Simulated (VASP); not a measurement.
Si62C (a cell with a defect): single point with PBE

The system is Si62C (a cell with a defect).

```xyz
63
Lattice="10.8600 0.0000 0.0000 0.0000 10.8600 0.0000 0.0000 0.0000 10.8600" Properties=species:S:1:pos:R:3 pbc="T T T"
Si    5.4061   -0.0063    0.0194
Si    6.6408    1.3938    1.4802
Si    8.0749    2.7315    0.0672
Si    9.5235    4.0167    1.4044
Si    8.0959    0.0172    2.6759
Si    9.4682    1.3388    4.0962
Si    0.1620    0.0371    0.0945
Si    1.6057    1.2758    1.6182
Si    2.7140    2.7017    0.1089
Si    4.1158    3.9295    1.5573
Si    5.3986    5.3723    0.0509
Si    6.8619    6.6624    1.3566
Si    8.1564    8.1036    0.0085
Si    9.5345    9.5114    1.3402
Si    3.1601   -0.1988    3.0013
Si    5.0624    2.2498    3.2631
Si    6.6472    3.8889    4.1551
Si    8.0995    5.2827    2.8044
Si    9.3405    6.8806    4.1133
Si    6.6541    1.1799    6.9007
Si    8.0365    2.5784    5.5241
Si    9.4676    4.0584    6.8028
Si    8.1925    0.0259    8.2513
Si    9.5787    1.3919    9.6126
Si   -0.0311    5.4085    0.0128
Si    1.3462    6.7923    1.3194
Si    2.6395    8.1421   -0.1210
Si    4.0624    9.3766    1.2594
Si    0.0458    2.6692    2.7742
Si    1.3078    4.1749    4.1025
Si    2.7001    5.4554    2.7177
Si    4.0954    6.8045    4.0706
Si    5.4389    8.0425    2.5913
Si    6.3406    9.7843    3.8755
Si    0.0317    0.0206    5.4154
Si    1.4625    1.4474    6.6573
Si    2.8419    2.8246    5.2602
Si    4.0837    4.0927    6.7911
Si    5.4405    5.4573    5.4595
Si    6.7864    6.8934    6.7774
Si    7.8952    8.4032    5.3510
Si    9.4551    9.5582    6.7458
Si    2.8571    0.0785    7.9628
Si    4.0606    1.3836    9.5340
Si    5.4170    2.7140    8.1689
Si    6.7835    4.0991    9.5021
Si    8.1291    5.4745    8.1314
Si    9.5324    6.7974    9.4838
Si   -0.0302    8.1252    2.7271
Si    1.4062    9.4624    4.0954
Si   -0.0786    5.5367    5.4674
Si    1.4270    6.8520    6.8072
Si    2.8629    8.2671    5.4710
Si    4.4492   10.0524    6.3221
Si    0.0327    2.7260    8.1354
Si    1.3715    4.0556    9.5506
Si    2.7175    5.4266    8.1758
Si    4.1024    6.8371    9.4481
Si    5.3863    8.3430    8.0064
Si    6.8022    9.5016    9.5328
Si   -0.0213    8.1890    8.0925
Si    1.4035    9.5889    9.3577
C     4.7490    0.0610    4.1389
```

```json
{
  "Program": "VASP 6.6.1",
  "Task": "single point",
  "Functional": "PBE",
  "Potentials or basis": "VASP PAW PBE potentials, release 64 (Si, C)",
  "Cutoff": "520 eV",
  "k mesh": "1 × 1 × 1",
  "Occupations": "fermi-dirac, width 0.05 eV",
  "Spin": "no spin polarisation",
  "Dipole correction": "no",
  "Further INCAR settings": "LREAL = Auto; ALGO = Normal; EDIFF = 1e-07; NBANDS = 163"
}
```

```yaml
Pressure: -0.8 GPa
Largest_force: 0.031 eV/Å
```

Forces in eV/Å, atoms in the order of the input:
```
Si  -0.005  0.001  0.003
Si   0.007 -0.004 -0.005
Si   0.005  0.003  0.004
Si  -0.006  0.001  0.000
Si   0.003  0.006  0.004
Si   0.003  0.004  0.000
Si   0.000  0.009 -0.001
Si  -0.006  0.008 -0.005
Si   0.002 -0.001 -0.002
Si  -0.003  0.017 -0.004
Si   0.002  0.000 -0.001
Si  -0.003  0.003  0.000
Si   0.004 -0.010  0.001
Si  -0.009 -0.008  0.002
Si  -0.027 -0.005 -0.013
Si  -0.018  0.001 -0.017
Si   0.004  0.007  0.009
Si   0.001  0.003 -0.009
Si   0.000  0.001 -0.007
Si   0.009  0.008  0.000
Si   0.011  0.004 -0.004
Si  -0.001  0.001 -0.005
Si   0.001  0.000 -0.005
Si   0.000 -0.004  0.000
Si  -0.003  0.000  0.003
Si  -0.002 -0.003  0.001
Si   0.006 -0.007  0.005
Si  -0.005 -0.002 -0.003
Si  -0.004  0.005 -0.001
Si   0.003  0.004 -0.006
Si  -0.002  0.002  0.003
Si   0.001 -0.002 -0.003
Si   0.004 -0.005  0.000
Si   0.021 -0.011  0.000
Si   0.001  0.002  0.002
Si  -0.005 -0.003  0.001
Si   0.000  0.005  0.005
Si   0.002  0.002  0.001
Si  -0.003  0.002  0.005
Si   0.000 -0.002 -0.001
Si   0.002 -0.010  0.017
Si   0.000  0.001  0.001
Si  -0.002  0.006  0.004
Si   0.003  0.001 -0.003
Si  -0.003  0.004  0.000
Si   0.000  0.003  0.001
Si   0.002  0.005  0.002
Si   0.000 -0.002  0.001
Si   0.000 -0.004  0.002
Si  -0.005 -0.002  0.000
Si   0.002 -0.004  0.006
Si  -0.005  0.000 -0.006
Si  -0.005 -0.017 -0.001
Si  -0.003  0.014 -0.002
Si   0.003  0.005  0.000
Si  -0.002  0.005  0.000
Si   0.001  0.001 -0.002
Si  -0.006 -0.005  0.001
Si   0.009 -0.015  0.004
Si   0.000  0.001 -0.001
Si  -0.002 -0.003 -0.001
Si   0.001 -0.009  0.002
C    0.025 -0.007  0.017
```

Stress tensor (GPa, compression positive):
```
-1.21 -0.42  0.40
-0.42 -0.64  0.93
 0.40  0.93 -0.65
```

Levels at points of the mesh, in eV from the Fermi level:
| k point | band 124 | band 125 | band 126 | band 127 | band 128 | band 129 |
| --- | --- | --- | --- | --- | --- | --- |
| (0.00, 0.00, 0.00) | -0.57 | -0.35 | -0.10 | 0.10 | 0.37 | 0.51 |

It took 12 min on 1 thread of Intel(R) Xeon(R) Platinum 8259CL CPU @ 2.50GHz (Skylake/Cascade Lake) (shared host), peak memory 1 GiB.

Caveat: the k points lie up to 0.58 Å⁻¹ apart.
